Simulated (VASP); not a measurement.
# Ga4Sb3As (P-43m) in VASP: a series of runs, part 2 of 2

VASP 6.6.1. Earlier steps stand in the parts before.

## 3. Single point, PBE

This run uses another cell than the first one, of 23.54 Å³/atom.

File INCAR:

```
SYSTEM = Ga4Sb3As
  PREC = Accurate
  ENCUT = 520
  EDIFF = 1E-6
  ISMEAR = 0
  SIGMA = 0.1
  LREAL = .False.
  LASPH = .True.
  NELM = 60
  ALGO = Normal
  ISIF = 2
  LWAVE = .False.
  LCHARG = .True.
  GGA = PE
  LELF = .True.
  LVHAR = .True.
  NBANDS = 46
```

File KPOINTS:

```
regular mesh
0
Gamma
  4 4 4
  0 0 0
```

File POSCAR:

```
Ga4Sb3As
1.0
    5.7322454400      0.0000000000      0.0000000000
    0.0000000000      5.7322454400      0.0000000000
    0.0000000000      0.0000000000      5.7322454400
Ga Sb As
4 3 1
Direct
    0.2500000000      0.7500000000      0.2500000000
    0.2500000000      0.2500000000      0.7500000000
    0.7500000000      0.7500000000      0.7500000000
    0.7500000000      0.2500000000      0.2500000000
    0.5000000000      0.0000000000      0.0000000000
    0.0000000000      0.0000000000      0.5000000000
    0.0000000000      0.5000000000      0.0000000000
    0.5000000000      0.5000000000      0.5000000000
```

Potentials or basis: VASP PAW PBE potentials, release 64 (Ga_d, Sb, As).

The run is started by

```
> cat potpaw_PBE.64/Ga_d/POTCAR potpaw_PBE.64/Sb/POTCAR potpaw_PBE.64/As/POTCAR > POTCAR
> mpirun -np 1 vasp_std > vasp.out
```

OUTCAR:

```text
SYSTEM = Ga4Sb3As
   PREC = Accurate
   ENCUT = 520
   EDIFF = 1E-6
   ISMEAR = 0
   LREAL = .False.
   LASPH = .True.
   NELM = 60
   ISIF = 2
   GGA = PE

 ion  position               nearest neighbor table
   1  0.250  0.750  0.250-   5 2.48   6 2.48   7 2.48   8 2.48
   2  0.250  0.250  0.750-   5 2.48   6 2.48   7 2.48   8 2.48
   3  0.750  0.750  0.750-   5 2.48   6 2.48   7 2.48   8 2.48
   4  0.750  0.250  0.250-   5 2.48   6 2.48   7 2.48   8 2.48
   5  0.500  0.000  0.000-   1 2.48   2 2.48   3 2.48   4 2.48
   6  0.000  0.000  0.500-   1 2.48   2 2.48   3 2.48   4 2.48
   7  0.000  0.500  0.000-   1 2.48   2 2.48   3 2.48   4 2.48
   8  0.500  0.500  0.500-   1 2.48   2 2.48   3 2.48   4 2.48

  LATTYP: Found a simple cubic cell.
[... 684 lines left out ...]
  in kB      146.8498931    146.8498931    146.8498931      0.0000000     -0.0000000      0.0000000
  external PRESSURE =     146.8498931 kB  Pullay stress =       0.0000000 kB

 VOLUME and BASIS-vectors are now :
 -----------------------------------------------------------------------------
  energy-cutoff  :      520.00
  volume of cell :      188.35
      direct lattice vectors                 reciprocal lattice vectors
     5.732245440  0.000000000  0.000000000     0.174451707  0.000000000  0.000000000
     0.000000000  5.732245440  0.000000000     0.000000000  0.174451707  0.000000000
     0.000000000  0.000000000  5.732245440     0.000000000  0.000000000  0.174451707

 POSITION                                       TOTAL-FORCE (eV/Angst)
 -----------------------------------------------------------------------------------
      1.43306      4.29918      1.43306         0.766722     -0.766722      0.766722
      1.43306      1.43306      4.29918         0.766722      0.766722     -0.766722
      4.29918      4.29918      4.29918        -0.766722     -0.766722     -0.766722
      4.29918      1.43306      1.43306        -0.766722      0.766722      0.766722
      2.86612      0.00000      0.00000         0.000000      0.000000     -0.000000
      0.00000      0.00000      2.86612         0.000000      0.000000     -0.000000
      0.00000      2.86612      0.00000        -0.000000     -0.000000     -0.000000
      2.86612      2.86612      2.86612         0.000000      0.000000     -0.000000
 -----------------------------------------------------------------------------------
    total drift:                                0.000000      0.000000     -0.000000

  FREE ENERGIE OF THE ION-ELECTRON SYSTEM (eV)
  ---------------------------------------------------
  free  energy   TOTEN  =       -28.5002996353 eV

  energy  without entropy=      -28.4982748026  energy(sigma->0) =      -28.49928722
```

OSZICAR:

```text
N       E                     dE             d eps       ncg     rms          rms(c)
DAV:   1     0.643421525121E+03    0.64342E+03   -0.31807E+04  1000   0.216E+03
DAV:   2     0.687716590124E+02   -0.57465E+03   -0.55458E+03   992   0.601E+02
DAV:   3    -0.236156103383E+02   -0.92387E+02   -0.90393E+02  1048   0.166E+02
DAV:   4    -0.287693782233E+02   -0.51538E+01   -0.51135E+01  1118   0.410E+01
DAV:   5    -0.289084629134E+02   -0.13908E+00   -0.13887E+00  1168   0.681E+00    0.774E+00
DAV:   6    -0.285777317401E+02    0.33073E+00   -0.50136E-01  1280   0.747E+00    0.473E+00
DAV:   7    -0.284962275403E+02    0.81504E-01   -0.43515E-01  1022   0.297E+00    0.859E-01
DAV:   8    -0.284980942829E+02   -0.18667E-02   -0.73360E-02  1020   0.249E+00    0.207E-01
DAV:   9    -0.284997085413E+02   -0.16143E-02   -0.11295E-02  1214   0.841E-01    0.826E-02
DAV:  10    -0.285000353749E+02   -0.32683E-03   -0.10113E-03  1192   0.189E-01    0.480E-02
DAV:  11    -0.285002902988E+02   -0.25492E-03   -0.40815E-04  1064   0.753E-02    0.171E-02
DAV:  12    -0.285002935539E+02   -0.32551E-05   -0.35896E-05  1094   0.477E-02    0.963E-03
DAV:  13    -0.285002984061E+02   -0.48522E-05   -0.16907E-05   888   0.208E-02    0.322E-03
DAV:  14    -0.285002994562E+02   -0.10501E-05   -0.84179E-07   666   0.606E-03    0.162E-03
DAV:  15    -0.285002996353E+02   -0.17911E-06   -0.31757E-07   610   0.375E-03
   1 F= -.28500300E+02 E0= -.28499287E+02  d E =-.202483E-02
```

Run time: 1.9 min. Hardware: 1 thread of AMD EPYC 7R13 (Zen 3), shared host; peak memory 0.34 GiB.

What came out:

```yaml
Free_energy: -28.5003 eV
Pressure: 14.7 GPa
Band_gap_on_the_k_mesh: 0.12 eV (least direct gap 0.44 eV)
```

Caveat: the cell stands under pressure; spin-orbit coupling is left out, which moves the levels of the heavy elements. A k mesh can miss the band edges.

## 4. Single point, PBE

File INCAR:

```
SYSTEM = Ga4Sb3As
ALGO = Normal
EDIFF = 1E-6
ENCUT = 520
GGA = PE
ISIF = 2
ISMEAR = 0
LASPH = .TRUE.
LCHARG = .FALSE.
LREAL = .FALSE.
LWAVE = .FALSE.
NBANDS = 46
NELM = 100
PREC = Accurate
SIGMA = 0.1
```

File KPOINTS:

```
k-points
0
G
  6 6 6
  0 0 0
```

File POSCAR:

```
Ga4Sb3As
1.0
    6.0994021848      0.0000000000      0.0000000000
    0.0000000000      6.0994021848      0.0000000000
    0.0000000000      0.0000000000      6.0994021848
Ga Sb As
4 3 1
Direct
    0.2587978533      0.7412021467      0.2587978533
    0.2587978533      0.2587978533      0.7412021467
    0.7412021467      0.7412021467      0.7412021467
    0.7412021467      0.2587978533      0.2587978533
    0.5000000000      0.0000000000      0.0000000000
    0.0000000000      0.0000000000      0.5000000000
    0.0000000000      0.5000000000      0.0000000000
    0.5000000000      0.5000000000      0.5000000000
```

The run is started by

```
> cat potpaw_PBE.64/Ga_d/POTCAR potpaw_PBE.64/Sb/POTCAR potpaw_PBE.64/As/POTCAR > POTCAR
> mpirun -np 1 vasp_std > vasp.out
```

Wall time 3.2 min (1 thread of AMD EPYC 7R13 (Zen 3), shared host); peak memory 0.4 GiB.

Results (log left out):

```
Free energy            : -30.2267 eV
Pressure               : 0.1 GPa
Largest force          : 0.006 eV/Å
Band gap on the k mesh : zero (bands 36 and 37 overlap by 0.19 eV)
```

Forces on the atoms (eV/Å):
```
Ga  -0.003  0.003 -0.003
Ga  -0.003 -0.003  0.003
Ga   0.003  0.003  0.003
Ga   0.003 -0.003 -0.003
Sb   0.000  0.000  0.000
Sb   0.000  0.000  0.000
Sb   0.000  0.000  0.000
As   0.000  0.000  0.000
```

Levels at points of the mesh, in eV from the Fermi level:
```tsv
k point	band 34	band 35	band 36	band 37	band 38	band 39
(0.00, 0.00, 0.00)	-0.35	0.00	0.00	0.00	1.06	1.06
(0.50, 0.00, 0.00)	-1.78	-1.39	-1.39	1.28	1.50	2.53
(0.50, 0.50, 0.00)	-1.39	-1.07	-0.86	1.68	1.86	2.25
(0.50, 0.50, 0.50)	-0.97	-0.79	-0.79	-0.19	0.58	0.58
```

Caveat: semilocal functionals underestimate gaps, so a narrow gap can read as zero; spin-orbit coupling is left out, which moves the levels of the heavy elements.

## 5. Summary

```csv
cell,k mesh,gap on the mesh (eV),pressure (GPa)
"a = 6.099 Å, 8 atoms, atomic positions A",4 × 4 × 4,none,0.2
"a = 5.732 Å, 8 atoms, atomic positions B",4 × 4 × 4,0.12,14.7
"a = 6.099 Å, 8 atoms, atomic positions A",6 × 6 × 6,none,0.1
```

Alike in all rows: task single point; level PBE; potentials or basis VASP PAW PBE potentials, release 64 (Ga_d, Sb, As); no spin polarisation; cutoff (eV) 520; smearing gaussian 0.1 eV.

Caveats: spin-orbit coupling is left out, which moves the levels of the heavy elements; semilocal functionals underestimate gaps, so a narrow gap can read as zero (at least some runs); the cell stands under pressure (at least some runs).

Absolute energies hang on the potentials; compare differences alone.
